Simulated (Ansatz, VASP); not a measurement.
**Si3N4 in VASP and in Ansatz**

Contents of INCAR:

```
SYSTEM = Si3N4
ALGO = Normal
EDIFF = 1E-6
ENCUT = 520
GGA = PE
ISIF = 2
ISMEAR = -1
LASPH = .True.
LCHARG = .False.
LREAL = .False.
LWAVE = .False.
NBANDS = 25
NELM = 100
PREC = Accurate
SIGMA = 0.05
```

Contents of KPOINTS:

```
k-points
0
Gamma
  3 3 3
  0 0 0
```

POSCAR

```
Si3N4
1.0
    4.1307800000      0.0000000000      0.0000000000
    0.0000000000      4.1307800000      0.0000000000
    0.0000000000      0.0000000000      4.1307800000
Si N
3 4
Direct
    0.0000000000      0.0000000000      0.5000000000
    0.5000000000      0.0000000000      0.0000000000
    0.0000000000      0.5000000000      0.0000000000
    0.2395200000      0.2395200000      0.7604800000
    0.7604800000      0.7604800000      0.7604800000
    0.2395200000      0.7604800000      0.2395200000
    0.7604800000      0.2395200000      0.2395200000
```

input.yaml

```yaml
crystal:
  lattice:
    - [4.13078, 0.0, 0.0]
    - [0.0, 4.13078, 0.0]
    - [0.0, 0.0, 4.13078]
  atoms:
    - { symbol: Si, position: [0.0, 0.0, 0.5] }
    - { symbol: Si, position: [0.5, 0.0, 0.0] }
    - { symbol: Si, position: [0.0, 0.5, 0.0] }
    - { symbol: "N", position: [0.23952, 0.23952, 0.76048] }
    - { symbol: "N", position: [0.76048, 0.76048, 0.76048] }
    - { symbol: "N", position: [0.23952, 0.76048, 0.23952] }
    - { symbol: "N", position: [0.76048, 0.23952, 0.23952] }
hamiltonian:
  xc: pbe
  pseudopotentials: { kind: paw }
kpoints:
  mp_grid: { grid: [3, 3, 3] }
scf:
  occupations: { method: fermi_dirac, width: 0.05 }
output:
  forces: true
  stress: true
  eigenvalues: true
```

Alike in both runs: task single point; functional PBE; k mesh 3 × 3 × 3; occupations fermi-dirac, width 0.05 eV; no spin polarisation.

```csv
,VASP,Ansatz
version,VASP 6.6.1,Ansatz 0.2.0
potentials or method,"VASP PAW PBE potentials, release 64 (Si, N)",Ansatz PAW
plane-wave cutoff (eV),520,420
valence electrons in the cell,32,32
```

|  | VASP | Ansatz | Ansatz less VASP |
| --- | --- | --- | --- |
| gap on the k mesh at the Fermi level (eV) | 2.83 | 2.84 | +0.011 |
| least direct gap on the mesh (eV) | 2.92 | 2.93 | +0.011 |
| pressure (GPa) | -0.2 | 0.0 | +0.25 |
| rms of the force components (eV/Å) | 0.011 | 0.004 | -0.0074 |

Atom by atom the forces differ by 0.007 eV/Å (rms over components). The functional is the same, so the differences come from potentials, cutoffs and numerics.

The k mesh is coarse, so the values compare programs but aren't converged. Noted on Ansatz's run: odd divisions of the mesh miss points on the zone boundary, where band edges often lie, so the gap on the mesh can be too wide.
